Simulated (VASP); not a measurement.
# Na (Fmmm) in VASP: a series of runs

The runs below take Na through single point, relaxation of cell and atoms, with PBE.

Program: VASP 6.6.1. These are calculated values, not measurements. Logs are shortened: lines on timing, memory, paths and dates and some standing lists are left out, and cuts for length are marked.

## 1. The cell of the first run

The structure is orthorhombic, space group Fmmm (No. 69). The conventional cell has a = 3.835 Å, b = 6.215 Å, c = 12.643 Å, α = 90.00°, β = 90.00°, γ = 90.00°. Na (site symmetry mm2) has 11 Na at 3.32 to 4.32 Å within 4.4 Å.

## 2. Single point, PBE

Contents of INCAR:

```
SYSTEM = Na
PREC = Accurate
ENCUT = 520
EDIFF = 1E-6
ISMEAR = 0
SIGMA = 0.1
LREAL = .FALSE.
LASPH = .TRUE.
NELM = 100
ALGO = Normal
ISIF = 2
LWAVE = .FALSE.
LCHARG = .FALSE.
GGA = PE
NBANDS = 14
```

Contents of KPOINTS:

```
Automatic mesh
0
G
  6 6 6
  0 0 0
```

Contents of POSCAR:

```
Na
1.0
    0.0000000000      3.1074619240      6.3214929803
    1.9175874718      0.0000000000      6.3214929803
    1.9175874718      3.1074619240      0.0000000000
Na
2
Direct
    0.1314011953      0.1314011953      0.8685988047
    0.8685988047      0.8685988047      0.1314011953
```

Potentials or basis: VASP PAW PBE potentials, release 64 (Na_pv).

Started as:

```sh
$ cat potpaw_PBE.64/Na_pv/POTCAR > POTCAR
$ mpirun -np 1 vasp_std > vasp.out
```

OUTCAR:

```text
SYSTEM = Na
   PREC = Accurate
   ENCUT = 520
   EDIFF = 1E-6
   ISMEAR = 0
   LREAL = .FALSE.
   LASPH = .TRUE.
   NELM = 100
   ISIF = 2
   GGA = PE

 ion  position               nearest neighbor table
   1  0.131  0.131  0.869-
   2  0.869  0.869  0.131-

  LATTYP: Found a face centered orthorhombic cell.
 ALAT       =     3.8351749436
 B/A-ratio  =     1.6205059585
 C/A-ratio  =     3.2965865043

  Lattice vectors:

 A1 = (   0.0000000000,   3.1074619240,   6.3214929803)
 A2 = (   1.9175874718,   0.0000000000,   6.3214929803)
 A3 = (   1.9175874718,   3.1074619240,   0.0000000000)

Analysis of symmetry for initial positions (statically):
=====================================================================
 Subroutine PRICEL returns:
 Original cell was already a primitive cell.

 Routine SETGRP: Setting up the symmetry group for a
 face centered orthorhombic supercell.

 Subroutine GETGRP returns: Found  8 space group operations
 (whereof  8 operations were pure point group operations)
 out of a pool of  8 trial point group operations.

The static configuration has the point symmetry D_2h.

Analysis of symmetry for dynamics (positions and initial velocities):
=====================================================================
 Subroutine PRICEL returns:
 Original cell was already a primitive cell.

 Routine SETGRP: Setting up the symmetry group for a
 face centered orthorhombic supercell.

 Subroutine GETGRP returns: Found  8 space group operations
 (whereof  8 operations were pure point group operations)
 out of a pool of  8 trial point group operations.

The dynamic configuration has the point symmetry D_2h.

 Subroutine INISYM returns: Found  8 space group operations
 (whereof  8 operations are pure point group operations),
 and found     1 'primitive' translations

----------------------------------------------------------------------------------------

                                     Primitive cell

  volume of cell :      75.3374

  direct lattice vectors                    reciprocal lattice vectors
     0.000000000  3.107461924  6.321492980    -0.260744298  0.160903017  0.079095239
     1.917587472  0.000000000  6.321492980     0.260744298 -0.160903017  0.079095239
     1.917587472  3.107461924  0.000000000     0.260744298  0.160903017 -0.079095239

  length of vectors
     7.043975661  6.605937875  3.651501242     0.316438662  0.316438662  0.316438662

  position of ions in fractional coordinates (direct lattice)
     0.131401195  0.131401195  0.868598805
     0.868598805  0.868598805  0.131401195

  ion indices of the primitive-cell ions
   primitive index   ion index
                 1           1
                 2           2

----------------------------------------------------------------------------------------

 KPOINTS: Automatic mesh

Automatic generation of k-mesh.
 Grid dimensions read from file:
 generate k-points for:    6    6    6

 Generating k-lattice:

  Cartesian coordinates                     Fractional coordinates (reciprocal lattice)
    -0.043457383  0.026817170  0.013182540     0.166666667  0.000000000  0.000000000
     0.043457383 -0.026817170  0.013182540     0.000000000  0.166666667  0.000000000
     0.043457383  0.026817170 -0.013182540     0.000000000  0.000000000  0.166666667

  Length of vectors
     0.052739777  0.052739777  0.052739777

  Shift w.r.t. Gamma in fractional coordinates (k-lattice)
     0.000000000  0.000000000  0.000000000

 Subroutine IBZKPT returns following result:
 ===========================================

 Found     46 irreducible k-points:

 Following reciprocal coordinates:
            Coordinates               Weight
  0.000000  0.000000  0.000000      1.000000
  0.166667  0.000000  0.000000      8.000000
  0.333333  0.000000  0.000000      8.000000
  0.500000  0.000000  0.000000      4.000000
  0.166667  0.166667  0.000000      2.000000
  0.333333  0.166667 -0.000000      8.000000
[... 16 lines left out ...]
 -0.166667  0.166667  0.166667      8.000000
  0.500000  0.333333  0.166667      4.000000
 [... further k-points ...]
   k-points           NKPTS =     46   k-points in BZ     NKDIM =     46   number of bands    NBANDS=     14
   number of dos      NEDOS =    301   number of ions     NIONS =      2
   total plane-waves  NPLWV =  75600
   dimension x,y,z NGX =    54 NGY =   50 NGZ =   28
   dimension x,y,z NGXF=   108 NGYF=  100 NGZF=   56
   ions per type =               2
   NGX,Y,Z   is equivalent  to a cutoff of  12.74, 12.58, 12.75 a.u.
   NGXF,Y,Z  is equivalent  to a cutoff of  25.49, 25.17, 25.50 a.u.
 SYSTEM =  Na
   PREC   = accura    normal or accurate (medium, high low for compatibility)
   ISTART =      0    job   : 0-new  1-cont  2-samecut
   ICHARG =      2    charge: 1-file 2-atom 10-const
   ISPIN  =      1    spin polarized calculation?
   LNONCOLLINEAR =      F non collinear calculations
   LSORBIT =      F    spin-orbit coupling
   LASPH  =      T    aspherical Exc in radial PAW
   ENCUT  =  520.0 eV  38.22 Ry    6.18 a.u.  13.10 12.28  6.79*2*pi/ulx,y,z
   NELM   =    100;   NELMIN=  2; NELMDL= -5     # of ELM steps
   EDIFF  = 0.1E-05   stopping-criterion for ELM
   LREAL  =      F    real-space projection
   EDIFFG = 0.1E-04   stopping-criterion for IOM
   NSW    =      0    number of steps for IOM
   IBRION =     -1    ionic relax: 0-MD 1-quasi-New 2-CG
   NFREE  =      0    steps in history (QN), initial steepest desc. (CG)
   ISIF   =      2    stress and relaxation
   ISYM   =      2    0-nonsym 1-usesym 2-fastsym
   POTIM  = 0.5000    time-step for ionic-motion
   TEBEG  =    0.0;   TEEND  =   0.0 temperature during run
   PSTRESS=    0.0 pullay stress
   NELECT =      14.0000    total number of electrons
   NUPDOWN=      -1.0000    fix difference up-down
   EMIN   =  10.00;   EMAX   =-10.00  energy-range for DOS
   EFERMI =   0.00;   METHOD = LEGACY
   ISMEAR =     0;   SIGMA  =   0.10  broadening in eV -4-tet -1-fermi 0-gaus
   EFERMI_NEDOS =   21; number of points for ismear=-14 and -15
   IALGO  =     38    algorithm
   IMIX   =      4    mixing-type and parameters
     AMIX     =   0.40;   BMIX     =  1.00
     AMIX_MAG =   1.60;   BMIX_MAG =  1.00
  volume/ion in A,a.u.               =      37.67       254.20
[... 3 lines left out ...]
   GGA     = PE    functional components
   LHFCALC =     F    Hartree Fock is set to
   AEXX    =    0.0000 exact exchange contribution
   IVDW    =     0    specifies the selected vdW correction
   LEPSILON=     F    determine dielectric tensor
   LRPA    =     F    only Hartree local field effects (RPA)
 non-spin polarized calculation
 Gauss-broadening in eV      SIGMA  =   0.10
  energy-cutoff  :      520.00
  volume of cell :       75.34
 maximum number of plane-waves:      2046
 NGX is ok and might be reduce to    54
   NGX = 27   NGY = 25   NGZ = 13

 number of electron      13.9999994 magnetization

 Free energy of the ion-electron system (eV)
  ---------------------------------------------------
  ext. energy  EPLUGINS =         0.00000000
  ---------------------------------------------------
  free energy    TOTEN  =        -2.52478676 eV

  energy without entropy =       -2.51665273  energy(sigma->0) =       -2.52071975

 E-fermi :   0.3055     XC(G=0):  -6.4556

 val. band max:        0.2691126814   @ k =  -0.3333   0.1667   0.3333
 cond. band min:       0.3055201268   @ k =   0.5000   0.1667   0.0000
 fundamental gap:      0.0364074454
 Fermi energy:         0.3054823487

 k-point     1 :       0.0000    0.0000    0.0000
  band No.  band energies     occupation
      1     -24.7311      2.00000
      2     -24.6815      2.00000
      3     -24.6790      2.00000
      4     -24.6780      2.00000
      5     -24.6773      2.00000
      6     -24.6734      2.00000
      7      -2.9613      2.00000
      8       0.6591      0.00000
      9       0.9941      0.00000
     10      10.2326      0.00000
     11      10.6143      0.00000
     12      10.9294      0.00000
     13      11.2459      0.00000
     14      11.3723      0.00000

 k-point     2 :       0.1667    0.0000    0.0000
  band No.  band energies     occupation
      1     -24.7281      2.00000
      2     -24.6885      2.00000
      3     -24.6846      2.00000
      4     -24.6793      2.00000
      5     -24.6786      2.00000
      6     -24.6762      2.00000
      7      -2.5302      2.00000
      8       0.5941      0.00004
      9       1.8633      0.00000
     10       7.1737      0.00000
     11       7.7643      0.00000
     12       9.4529      0.00000
     13       9.7384      0.00000
     14      10.1657      0.00000

 k-point     3 :       0.3333    0.0000    0.0000
  band No.  band energies     occupation
      1     -24.7220      2.00000
      2     -24.7028      2.00000
      3     -24.6969      2.00000
      4     -24.6846      2.00000
      5     -24.6804      2.00000
      6     -24.6787      2.00000
      7      -1.2579      2.00000
      8       1.2039      0.00000
      9       3.3459      0.00000
     10       3.9635      0.00000
     11       4.8925      0.00000
     12       8.4284      0.00000
     13       8.6036      0.00000
     14       9.2727      0.00000

 k-point     4 :       0.5000    0.0000    0.0000
  band No.  band energies     occupation
      1     -24.7193      2.00000
      2     -24.7104      2.00000
      3     -24.7017      2.00000
      4     -24.6877      2.00000
      5     -24.6808      2.00000
      6     -24.6804      2.00000
      7       0.6960      0.00000
      8       0.9052      0.00000
      9       2.4615      0.00000
     10       2.8459      0.00000
     11       6.1017      0.00000
     12       6.2924      0.00000
     13       8.2079      0.00000
     14       8.4175      0.00000

 k-point     5 :       0.1667    0.1667    0.0000
  band No.  band energies     occupation
      1     -24.7277      2.00000
      2     -24.6825      2.00000
      3     -24.6824      2.00000
      4     -24.6771      2.00000
      5     -24.6770      2.00000
      6     -24.6736      2.00000
      7      -2.8539      2.00000
      8      -0.3143      2.00000
      9       2.1516      0.00000
     10       8.9063      0.00000
     11      10.2509      0.00000
[... 276 lines left out ...]
 k-point    22 :      -0.3333    0.1667    0.1667
  band No.  band energies     occupation
      1     -24.7166      2.00000
      2     -24.7073      2.00000
      3     -24.7005      2.00000
      4     -24.6910      2.00000
      5     -24.6855      2.00000
      6     -24.6830      2.00000
      7       0.3269      0.76176
      8       1.5221      0.00000
      9       2.1343      0.00000
     10       4.4191      0.00000
     11       5.3327      0.00000
     12       6.0823      0.00000
     13       6.7578      0.00000
     14       7.4683      0.00000

 k-point    23 :      -0.1667    0.1667    0.1667
  band No.  band energies     occupation
      1     -24.7195      2.00000
      2     -24.7038      2.00000
      3     -24.6992      2.00000
      4     -24.6890      2.00000
      5     -24.6869      2.00000
      6     -24.6819      2.00000
      7      -0.2483      2.00000
      8       2.6034      0.00000
      9       2.9234      0.00000
     10       3.4969      0.00000
     11       4.0926      0.00000
     12       5.6258      0.00000
     13       6.1309      0.00000
     14       9.5232      0.00000

 k-point    24 :       0.5000    0.3333    0.1667
  band No.  band energies     occupation
      1     -24.7172      2.00000
      2     -24.6909      2.00000
      3     -24.6862      2.00000
      4     -24.6846      2.00000
      5     -24.6821      2.00000
      6     -24.6780      2.00000
      7      -2.0925      2.00000
      8      -0.8117      2.00000
      9       4.0320      0.00000
     10       7.2448      0.00000
     11       7.9486      0.00000
     12       8.4889      0.00000
     13       8.8031      0.00000
     14       9.8146      0.00000

 [... further k-points ...]

------------------------ aborting loop because EDIFF is reached ----------------------------------------

  FORCE on cell =-STRESS in cart. coord.  units (eV):
  Direction    XX          YY          ZZ          XY          YZ          ZX
  --------------------------------------------------------------------------------------
  -------------------------------------------------------------------------------------
  Total       -0.0144231      0.0242429      0.0908566     -0.0000000      0.0000000      0.0000000
  in kB       -0.3067309      0.5155664      1.9322194     -0.0000000      0.0000000      0.0000000
  external PRESSURE =       0.7136850 kB  Pullay stress =       0.0000000 kB

 VOLUME and BASIS-vectors are now :
 -----------------------------------------------------------------------------
  energy-cutoff  :      520.00
  volume of cell :       75.34
      direct lattice vectors                 reciprocal lattice vectors
     0.000000000  3.107461924  6.321492980    -0.260744298  0.160903017  0.079095239
     1.917587472  0.000000000  6.321492980     0.260744298 -0.160903017  0.079095239
     1.917587472  3.107461924  0.000000000     0.260744298  0.160903017 -0.079095239

 POSITION                                       TOTAL-FORCE (eV/Angst)
 -----------------------------------------------------------------------------------
      1.91759      3.10746      1.66130         0.000000      0.000000      0.011025
      1.91759      3.10746     10.98168         0.000000      0.000000     -0.011025
 -----------------------------------------------------------------------------------
    total drift:                                0.000000      0.000000      0.000000

  FREE ENERGIE OF THE ION-ELECTRON SYSTEM (eV)
  ---------------------------------------------------
  free  energy   TOTEN  =        -2.5247867573 eV

  energy  without entropy=       -2.5166527329  energy(sigma->0) =       -2.52071975
```

It took 96 s on 1 thread of Oxide Virtual Turin-like, shared host; peak memory 0.22 GiB.

What came out:

- Free energy: -2.5248 eV
- Pressure: 0.1 GPa
- Largest force: 0.011 eV/Å
- Band gap on the k mesh: zero (bands 7 and 8 overlap by 3.75 eV)

Forces on the atoms (eV/Å):
```
Na   0.000  0.000  0.011
Na   0.000  0.000 -0.011
```

Levels at points of the mesh, in eV from the Fermi level:
| k point | band 3 | band 4 | band 5 | band 6 | band 7 | band 8 | band 9 | band 10 | band 11 | band 12 |
| --- | --- | --- | --- | --- | --- | --- | --- | --- | --- | --- |
| (0.00, 0.00, 0.00) | -24.98 | -24.98 | -24.98 | -24.98 | -3.27 | 0.35 | 0.69 | 9.93 | 10.31 | 10.62 |
| (0.50, 0.00, 0.00) | -25.01 | -24.99 | -24.99 | -24.99 | 0.39 | 0.60 | 2.16 | 2.54 | 5.80 | 5.99 |
| (0.50, 0.50, 0.00) | -24.99 | -24.98 | -24.98 | -24.98 | -2.40 | -2.19 | 4.95 | 5.00 | 9.55 | 10.51 |
| (0.50, 0.00, 0.50) | -25.01 | -25.00 | -24.99 | -24.98 | 0.45 | 0.83 | 3.90 | 4.02 | 4.05 | 4.87 |
| (0.00, 0.50, 0.50) | -25.01 | -25.00 | -25.00 | -24.99 | 1.21 | 1.44 | 1.70 | 1.87 | 6.45 | 6.63 |

## 3. Relaxation of cell and atoms, PBE

This run uses another cell than the first one, of 42.92 Å³/atom.

Contents of INCAR:

```
  ALGO = Normal
  EDIFF = 1E-7
  EDIFFG = -0.04
  ENCUT = 600
  GGA = PE
  IBRION = 2
  ISIF = 3
  ISMEAR = 0
  LASPH = True
  LCHARG = False
  LREAL = False
  LWAVE = False
  NELM = 60
  NSW = 90
  PREC = Accurate
  SIGMA = 0.1
```

Contents of KPOINTS:

```
k-points
0
Gamma
  6 6 6
```

Contents of POSCAR:

```
Na
1.0
    0.0000000000      3.3781697627      5.3614249393
    2.3696316902      0.0000000000      5.3614249393
    2.3696316902      3.3781697627      0.0000000000
Na
2
Direct
    0.0871000000      0.0871000000      0.9129000000
    0.9129000000      0.9129000000      0.0871000000
```

Potentials or basis: VASP PAW PBE potentials, release 64 (Na_pv).

Started as:

```sh
$ cat potpaw_PBE.64/Na_pv/POTCAR > POTCAR
$ mpirun -np 1 vasp_std > vasp.out
```

It took 11 min on 1 thread of Oxide Virtual Turin-like, shared host; peak memory 0.28 GiB.

Results (log left out):

* Free energy: -2.5255 eV
* Relaxed volume: 38.08 Å³/atom
* Relaxed cell: a = 7.053 Å, b = 6.694 Å, c = 3.591 Å, α = 80.46°, β = 69.40°, γ = 30.14°
* Space group after relaxing (to 0.1 Å): Fmmm (No. 69)
* Energy gained by relaxing: 958.9 meV/atom
* Ionic steps: 16
* Pressure after relaxing: 0.0 GPa
* Band gap on the k mesh: zero (bands 7 and 8 overlap by 3.84 eV)

Stress tensor (GPa, compression positive):
```
-0.07  0.00  0.00
 0.00  0.03  0.00
 0.00  0.00 -0.01
```

Step by step:
| step | energy change (eV) | largest force (eV/Å) | pressure (GPa) | volume (Å³) |
| --- | --- | --- | --- | --- |
| 1 | 0.0000 | 4.3214 | 2.82 | 85.84 |
| 2 | -1.5340 | 0.8240 | -0.43 | 94.39 |
| 3 | -1.6528 | 0.5388 | -0.74 | 96.29 |
| 4 | -1.7583 | 0.2089 | -1.13 | 99.80 |
| 5 | -1.7644 | 0.1695 | -1.18 | 100.44 |
| 6 | -1.7661 | 0.1543 | -1.20 | 100.71 |
| 7 | -1.8140 | 0.1560 | -1.04 | 94.52 |
| 8 | -1.8939 | 0.1437 | -0.26 | 78.90 |
| 9 | -1.8974 | 0.1308 | 0.21 | 73.89 |
| 10 | -1.8980 | 0.1349 | 0.08 | 75.15 |
| 11 | -1.9023 | 0.1180 | 0.07 | 75.05 |
| 12 | -1.9123 | 0.0677 | 0.11 | 74.75 |
| 13 | -1.9124 | 0.0608 | 0.25 | 74.08 |
| 14 | -1.9165 | 0.0144 | 0.15 | 74.45 |
| 15 | -1.9165 | 0.0047 | 0.16 | 74.40 |
| 16 | -1.9177 | 0.0007 | -0.01 | 76.15 |

Final structure:
```yaml
crystal:
  lattice:
    - [0.00000, 2.98529, 6.38968]
    - [1.99611, 0.00000, 6.38968]
    - [1.99611, 2.98529, 0.00000]
  atoms:
    - { symbol: Na, position: [0.13290, 0.13290, 0.86710] }
    - { symbol: Na, position: [0.86710, 0.86710, 0.13290] }
```

Levels at points of the mesh, in eV from the Fermi level:
| k point | band 3 | band 4 | band 5 | band 6 | band 7 | band 8 | band 9 | band 10 | band 11 |
| --- | --- | --- | --- | --- | --- | --- | --- | --- | --- |
| (0.00, 0.00, 0.00) | -25.02 | -25.02 | -25.01 | -25.01 | -3.27 | 0.29 | 0.59 | 9.75 | 9.77 |
| (0.50, 0.00, 0.00) | -25.04 | -25.02 | -25.02 | -25.02 | 0.28 | 0.46 | 2.00 | 2.39 | 5.58 |
| (0.50, 0.50, 0.00) | -25.02 | -25.01 | -25.01 | -25.01 | -2.45 | -2.19 | 4.79 | 4.82 | 9.02 |
| (0.50, 0.00, 0.50) | -25.05 | -25.03 | -25.03 | -25.01 | 0.72 | 1.19 | 4.09 | 4.20 | 4.35 |
| (0.00, 0.50, 0.50) | -25.04 | -25.03 | -25.03 | -25.02 | 1.43 | 1.72 | 2.01 | 2.22 | 5.82 |

## 4. Single point, PBE

This run uses another cell than the first one, of 37.89 Å³/atom.

Contents of INCAR:

```
SYSTEM = Na
ALGO = Fast ; EDIFF = 1E-7
ENCUT = 520 ; GGA = PE
ISIF = 2 ; ISMEAR = 0
LASPH = .TRUE. ; LCHARG = .TRUE.
LELF = .TRUE. ; LREAL = .FALSE.
LVHAR = .TRUE. ; LWAVE = .FALSE.
NBANDS = 14 ; NELM = 100
PREC = Accurate ; SIGMA = 0.1
```

Contents of KPOINTS:

```
k-points
0
G
  18 18 18
  0 0 0
```

Contents of POSCAR:

```
Na
1.0
    0.0000000000      3.0972564883      6.5044446672
    1.8805817893      0.0000000000      6.5044446672
    1.8805817893      3.0972564883      0.0000000000
Na
2
Direct
    0.1316075074      0.1316075074      0.8683924926
    0.8683924926      0.8683924926      0.1316075074
```

Started as:

```sh
$ cat potpaw_PBE.64/Na_pv/POTCAR > POTCAR
$ mpirun -np 1 vasp_std > vasp.out
```

It took 27 min on 1 thread of Oxide Virtual Turin-like, shared host; peak memory 0.73 GiB.

Results (log left out):

```
Free energy            : -2.5525 eV
Pressure               : 0.0 GPa
Band gap on the k mesh : zero (bands 7 and 8 overlap by 3.92 eV)
```

Levels at points of the mesh, in eV from the Fermi level:
```
           k point  band 3  band 4  band 5  band 6  band 7  band 8  band 9  band 10  band 11  band 12
(0.00, 0.00, 0.00)  -24.97  -24.97  -24.97  -24.97   -3.25    0.21    0.46     9.50    10.62    10.66
(0.50, 0.00, 0.00)  -25.00  -24.98  -24.98  -24.98    0.49    0.72    2.18     2.55     5.62     5.82
(0.50, 0.50, 0.00)  -24.98  -24.97  -24.97  -24.97   -2.44   -2.22    4.56     4.56     9.96    10.99
(0.50, 0.00, 0.50)  -25.00  -24.99  -24.98  -24.97    0.49    0.88    3.80     3.81     3.94     4.74
(0.00, 0.50, 0.50)  -24.99  -24.99  -24.99  -24.98    1.20    1.43    1.69     1.87     6.66     7.06
```

## 5. The runs side by side

```csv
task,cell,k mesh,cutoff (eV),gap on the mesh (eV),pressure (GPa)
single point,"a = 7.044, b = 6.606, c = 3.652 Å, angles 81.2, 67.9, 30.8°, 2 atoms, atomic positions A",6 × 6 × 6,520,none,0.1
relaxation of cell and atoms,"relaxed from a = 6.337, b = 5.862, c = 4.126 Å, angles 76.6, 64.1, 39.3°, 2 atoms, atomic positions B",6 × 6 × 6,600,none,0.0
single point,"a = 7.204, b = 6.771, c = 3.623 Å, angles 81.7, 68.4, 29.8°, 2 atoms, atomic positions C",18 × 18 × 18,520,none,0.0
```

Alike in all rows: level PBE; potentials or basis VASP PAW PBE potentials, release 64 (Na_pv); no spin polarisation; smearing gaussian 0.1 eV.

Absolute energies hang on the potentials; compare differences alone.

The gap in the log of VASP goes by the Fermi energy; the results here count the filled bands.